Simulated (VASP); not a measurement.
# Hf (P6/mmm) in VASP: notebook, part 2 of 3

VASP 6.6.1. Earlier steps stand in the parts before.

### 3 Single point, PBEsol (22.25 Å³/atom)

This run uses another cell than the first one, of 22.25 Å³/atom.

INCAR

```
SYSTEM = Hf
PREC     = Accurate       ! precision mode
ENCUT    = 520            ! plane-wave cutoff, eV
EDIFF    = 1E-7           ! SCF threshold, eV
ISMEAR   = -1             ! smearing method
SIGMA    = 0.1            ! smearing width, eV
LREAL    = .FALSE.        ! projectors in reciprocal space
LASPH    = .TRUE.         ! aspherical terms in the spheres
NELM     = 60             ! most SCF steps
ALGO     = Normal         ! electronic algorithm
ISIF     = 2              ! what is computed and relaxed
LWAVE    = .FALSE.        ! write WAVECAR
LCHARG   = .FALSE.        ! write CHGCAR
GGA      = PS             ! functional
NBANDS   = 22             ! bands
```

KPOINTS

```
Automatic mesh
0
G
  8 8 12
  0 0 0
```

POSCAR

```
Hf
1.0
    4.9844684956      0.0000000000      0.0000000000
   -2.4922342478      4.3166763416      0.0000000000
    0.0000000000      0.0000000000      3.1016642992
Hf
3
Direct
    0.0000000000      0.0000000000      0.0000000000
    0.3333333333      0.6666666667      0.5000000000
    0.6666666667      0.3333333333      0.5000000000
```

Potentials or basis: VASP PAW PBE potentials, release 64 (Hf_pv).

Launch:

```bash
> cat potpaw_PBE.64/Hf_pv/POTCAR > POTCAR
> mpirun -np 1 vasp_std > vasp.out
```

OUTCAR:

```text
SYSTEM = Hf
   PREC = Accurate
   ENCUT = 520
   EDIFF = 1E-7
   ISMEAR = -1
   LREAL = .FALSE.
   LASPH = .TRUE.
   NELM = 60
   ISIF = 2
   GGA = PS

 ion  position               nearest neighbor table
   1  0.000  0.000  0.000-   2 3.27   3 3.27   2 3.27   3 3.27   3 3.27   3 3.27   2 3.27   2 3.27
                             3 3.27   3 3.27   2 3.27   2 3.27
   2  0.333  0.667  0.500-   3 2.88   3 2.88   3 2.88   1 3.27   1 3.27   1 3.27   1 3.27   1 3.27
                             1 3.27
   3  0.667  0.333  0.500-   2 2.88   2 2.88   2 2.88   1 3.27   1 3.27   1 3.27   1 3.27   1 3.27
                             1 3.27

  LATTYP: Found a hexagonal cell.
 ALAT       =     4.9844684956
 C/A-ratio  =     0.6222658047

  Lattice vectors:

 A1 = (   4.9844684956,   0.0000000000,   0.0000000000)
 A2 = (  -2.4922342478,   4.3166763416,   0.0000000000)
 A3 = (   0.0000000000,   0.0000000000,   3.1016642992)

Analysis of symmetry for initial positions (statically):
=====================================================================
 Subroutine PRICEL returns:
 Original cell was already a primitive cell.

 Routine SETGRP: Setting up the symmetry group for a
 hexagonal supercell.

 Subroutine GETGRP returns: Found 24 space group operations
 (whereof 24 operations were pure point group operations)
 out of a pool of 24 trial point group operations.

The static configuration has the point symmetry D_6h.

Analysis of symmetry for dynamics (positions and initial velocities):
=====================================================================
 Subroutine PRICEL returns:
 Original cell was already a primitive cell.

 Routine SETGRP: Setting up the symmetry group for a
 hexagonal supercell.

 Subroutine GETGRP returns: Found 24 space group operations
 (whereof 24 operations were pure point group operations)
 out of a pool of 24 trial point group operations.

The dynamic configuration has the point symmetry D_6h.

 Subroutine INISYM returns: Found 24 space group operations
 (whereof 24 operations are pure point group operations),
 and found     1 'primitive' translations

----------------------------------------------------------------------------------------

                                     Primitive cell

  volume of cell :      66.7365

  direct lattice vectors                    reciprocal lattice vectors
     4.984468496  0.000000000  0.000000000     0.200623196  0.115829856  0.000000000
    -2.492234248  4.316676342  0.000000000     0.000000000  0.231659712  0.000000000
     0.000000000  0.000000000  3.101664299     0.000000000  0.000000000  0.322407554

  length of vectors
     4.984468496  4.984468496  3.101664299     0.231659712  0.231659712  0.322407554

  position of ions in fractional coordinates (direct lattice)
     0.000000000  0.000000000  0.000000000
     0.333333333  0.666666667  0.500000000
     0.666666667  0.333333333  0.500000000

  ion indices of the primitive-cell ions
   primitive index   ion index
                 1           1
                 2           2
                 3           3

----------------------------------------------------------------------------------------

 KPOINTS: Automatic mesh

Automatic generation of k-mesh.
 Grid dimensions read from file:
 generate k-points for:    8    8   12

 Generating k-lattice:

  Cartesian coordinates                     Fractional coordinates (reciprocal lattice)
     0.025077900  0.014478732  0.000000000     0.125000000  0.000000000  0.000000000
     0.000000000  0.028957464  0.000000000     0.000000000  0.125000000  0.000000000
     0.000000000  0.000000000  0.026867296     0.000000000  0.000000000  0.083333333

  Length of vectors
     0.028957464  0.028957464  0.026867296

  Shift w.r.t. Gamma in fractional coordinates (k-lattice)
     0.000000000  0.000000000  0.000000000

 Subroutine IBZKPT returns following result:
 ===========================================

 Found     70 irreducible k-points:

 Following reciprocal coordinates:
            Coordinates               Weight
  0.000000  0.000000  0.000000      1.000000
  0.125000  0.000000  0.000000      6.000000
  0.250000  0.000000  0.000000      6.000000
  0.375000  0.000000  0.000000      6.000000
  0.500000  0.000000  0.000000      3.000000
  0.125000  0.125000  0.000000      6.000000
[... 16 lines left out ...]
  0.250000  0.000000  0.166667     12.000000
  0.375000  0.000000  0.166667     12.000000
 [... further k-points ...]
   k-points           NKPTS =     70   k-points in BZ     NKDIM =     70   number of bands    NBANDS=     22
   number of dos      NEDOS =    301   number of ions     NIONS =      3
   total plane-waves  NPLWV =  38400
   dimension x,y,z NGX =    40 NGY =   40 NGZ =   24
   dimension x,y,z NGXF=    80 NGYF=   80 NGZF=   48
   ions per type =               3
   NGX,Y,Z   is equivalent  to a cutoff of  13.34, 13.34, 12.86 a.u.
   NGXF,Y,Z  is equivalent  to a cutoff of  26.68, 26.68, 25.73 a.u.
 SYSTEM =  Hf
   PREC   = accura    normal or accurate (medium, high low for compatibility)
   ISTART =      0    job   : 0-new  1-cont  2-samecut
   ICHARG =      2    charge: 1-file 2-atom 10-const
   ISPIN  =      1    spin polarized calculation?
   LNONCOLLINEAR =      F non collinear calculations
   LSORBIT =      F    spin-orbit coupling
   LASPH  =      T    aspherical Exc in radial PAW
   ENCUT  =  520.0 eV  38.22 Ry    6.18 a.u.   9.27  9.27  5.77*2*pi/ulx,y,z
   NELM   =     60;   NELMIN=  2; NELMDL= -5     # of ELM steps
   EDIFF  = 0.1E-06   stopping-criterion for ELM
   LREAL  =      F    real-space projection
   EDIFFG = 0.1E-05   stopping-criterion for IOM
   NSW    =      0    number of steps for IOM
   IBRION =     -1    ionic relax: 0-MD 1-quasi-New 2-CG
   NFREE  =      0    steps in history (QN), initial steepest desc. (CG)
   ISIF   =      2    stress and relaxation
   ISYM   =      2    0-nonsym 1-usesym 2-fastsym
   POTIM  = 0.5000    time-step for ionic-motion
   TEBEG  =    0.0;   TEEND  =   0.0 temperature during run
   PSTRESS=    0.0 pullay stress
   NELECT =      30.0000    total number of electrons
   NUPDOWN=      -1.0000    fix difference up-down
   EMIN   =  10.00;   EMAX   =-10.00  energy-range for DOS
   EFERMI =   0.00;   METHOD = LEGACY
   ISMEAR =    -1;   SIGMA  =   0.10  broadening in eV -4-tet -1-fermi 0-gaus
   EFERMI_NEDOS =   21; number of points for ismear=-14 and -15
   IALGO  =     38    algorithm
   IMIX   =      4    mixing-type and parameters
     AMIX     =   0.40;   BMIX     =  1.00
     AMIX_MAG =   1.60;   BMIX_MAG =  1.00
  volume/ion in A,a.u.               =      22.25       150.12
  Fermi-wavevector in a.u.,A,eV,Ry     =   1.254087  2.369880 21.398335  1.572733
  Thomas-Fermi vector in A             =   2.387908
   LORBIT       =      0    0 simple, 1 ext, 2 COOP (PROOUT), +10 PAW based schemes
   GGA     = PS    functional components
   LHFCALC =     F    Hartree Fock is set to
   AEXX    =    0.0000 exact exchange contribution
   IVDW    =     0    specifies the selected vdW correction
   LEPSILON=     F    determine dielectric tensor
   LRPA    =     F    only Hartree local field effects (RPA)
 non-spin polarized calculation
  energy-cutoff  :      520.00
  volume of cell :       66.74
 maximum number of plane-waves:      1818
 NGX is ok and might be reduce to    40
   NGX = 19   NGY = 19   NGZ = 11

 number of electron      30.0000003 magnetization

 Free energy of the ion-electron system (eV)
  ---------------------------------------------------
  ext. energy  EPLUGINS =         0.00000000
  ---------------------------------------------------
  free energy    TOTEN  =       -31.40840657 eV

  energy without entropy =      -31.32053601  energy(sigma->0) =      -31.36447129

 E-fermi :   4.5942     XC(G=0): -11.4153

 val. band max:        4.5818627600   @ k =   0.2500   0.2500   0.4167
 cond. band min:       4.6025641075   @ k =   0.3750   0.2500   0.2500
 fundamental gap:      0.0207013475
 Fermi energy:         4.5942203962

 k-point     1 :       0.0000    0.0000    0.0000
  band No.  band energies     occupation
      1     -26.0697      2.00000
      2     -26.0697      2.00000
      3     -26.0064      2.00000
      4     -26.0064      2.00000
      5     -25.6664      2.00000
      6     -25.4262      2.00000
[... 574 lines left out ...]
      6     -25.5433      2.00000
[... 14 lines left out ...]
     21       7.8655      0.00000
     22       8.3656      0.00000

 [... further k-points ...]

------------------------ aborting loop because EDIFF is reached ----------------------------------------

  FORCE on cell =-STRESS in cart. coord.  units (eV):
  Direction    XX          YY          ZZ          XY          YZ          ZX
  --------------------------------------------------------------------------------------
  -------------------------------------------------------------------------------------
  Total       -1.8844786     -1.8844786     -1.8080518      0.0000000     -0.0000000     -0.0000000
  in kB      -45.2416724    -45.2416724    -43.4068536      0.0000000     -0.0000000     -0.0000000
  external PRESSURE =     -44.6300661 kB  Pullay stress =       0.0000000 kB

 VOLUME and BASIS-vectors are now :
 -----------------------------------------------------------------------------
  energy-cutoff  :      520.00
  volume of cell :       66.74
      direct lattice vectors                 reciprocal lattice vectors
     4.984468496  0.000000000  0.000000000     0.200623196  0.115829856  0.000000000
    -2.492234248  4.316676342  0.000000000     0.000000000  0.231659712  0.000000000
     0.000000000  0.000000000  3.101664299     0.000000000  0.000000000  0.322407554

 POSITION                                       TOTAL-FORCE (eV/Angst)
 -----------------------------------------------------------------------------------
      0.00000      0.00000      0.00000         0.000000      0.000000      0.000000
     -0.00000      2.87778      1.55083         0.000000      0.000000      0.000000
      2.49223      1.43889      1.55083        -0.000000      0.000000      0.000000
 -----------------------------------------------------------------------------------
    total drift:                                0.000000     -0.000000      0.000000

  FREE ENERGIE OF THE ION-ELECTRON SYSTEM (eV)
  ---------------------------------------------------
  free  energy   TOTEN  =       -31.4084065711 eV

  energy  without entropy=      -31.3205360080  energy(sigma->0) =      -31.36447129
```

It took 2.1 min on 1 thread of Intel Xeon 8259CL, shared host; peak memory 0.23 GiB.

Results:

| Property | Result |
| --- | --- |
| Free energy | -31.4084 eV |
| Pressure | -4.5 GPa |
| Band gap on the k mesh | zero (bands 15 and 16 overlap by 0.90 eV) |

Levels at points of the mesh, in eV from the Fermi level:
```csv
k point,band 13,band 14,band 15,band 16,band 17,band 18
"(0.00, 0.00, 0.00)",-0.62,-0.62,-0.58,-0.58,1.11,2.13
"(0.50, 0.00, 0.00)",-0.44,-0.38,-0.33,0.21,0.87,1.07
"(0.00, 0.00, 0.50)",-2.18,-1.84,-1.84,1.40,1.40,1.99
"(0.50, 0.00, 0.50)",-1.35,-0.75,-0.68,0.48,0.61,1.11
```

Caveat: the cell stands under tension; the PAW data sets were made with another functional, which shifts forces and pressure a little; spin-orbit coupling is left out, which moves the levels of the heavy elements.

### 4 Single point, PBEsol (23.10 Å³/atom)

This run uses another cell than the first one, of 23.10 Å³/atom.

INCAR

```
ALGO = Normal
EDIFF = 1E-7
ENCUT = 520
GGA = PS
ISIF = 2
ISMEAR = -1
LASPH = T
LCHARG = F
LREAL = F
LWAVE = F
NBANDS = 22
NELM = 80
PREC = Accurate
SIGMA = 0.1
```

KPOINTS

```
k-points
0
Gamma
  8 8 12
```

POSCAR

```
Hf
1.0
    5.0475697323      0.0000000000      0.0000000000
   -2.5237848661      4.3713236156      0.0000000000
    0.0000000000      0.0000000000      3.1409300410
Hf
3
Direct
    0.0000000000      0.0000000000      0.0000000000
    0.3333333333      0.6666666667      0.5000000000
    0.6666666667      0.3333333333      0.5000000000
```

Launch:

```bash
> cat potpaw_PBE.64/Hf_pv/POTCAR > POTCAR
> mpirun -np 1 vasp_std > vasp.out
```

Run time: 2.1 min. Hardware: 1 thread of Intel Xeon 8259CL, shared host; peak memory 0.23 GiB.

Results (log left out):

```yaml
Free_energy: -31.3086 eV
Pressure: -7.9 GPa
Band_gap_on_the_k_mesh: zero (bands 15 and 16 overlap by 0.88 eV)
```

Stress tensor (GPa, compression positive):
```
-7.99  0.00  0.00
 0.00 -7.99  0.00
 0.00  0.00 -7.85
```

Levels at points of the mesh, in eV from the Fermi level:
| k point | band 13 | band 14 | band 15 | band 16 | band 17 | band 18 |
| --- | --- | --- | --- | --- | --- | --- |
| (0.00, 0.00, 0.00) | -0.62 | -0.62 | -0.58 | -0.58 | 1.08 | 2.07 |
| (0.50, 0.00, 0.00) | -0.38 | -0.33 | -0.29 | 0.24 | 0.85 | 0.94 |
| (0.00, 0.00, 0.50) | -2.20 | -1.74 | -1.74 | 1.37 | 1.37 | 1.89 |
| (0.50, 0.00, 0.50) | -1.26 | -0.71 | -0.69 | 0.35 | 0.63 | 1.08 |

Caveat: the cell stands under tension; the PAW data sets were made with another functional, which shifts forces and pressure a little; spin-orbit coupling is left out, which moves the levels of the heavy elements.

[end of part 2 of 3]
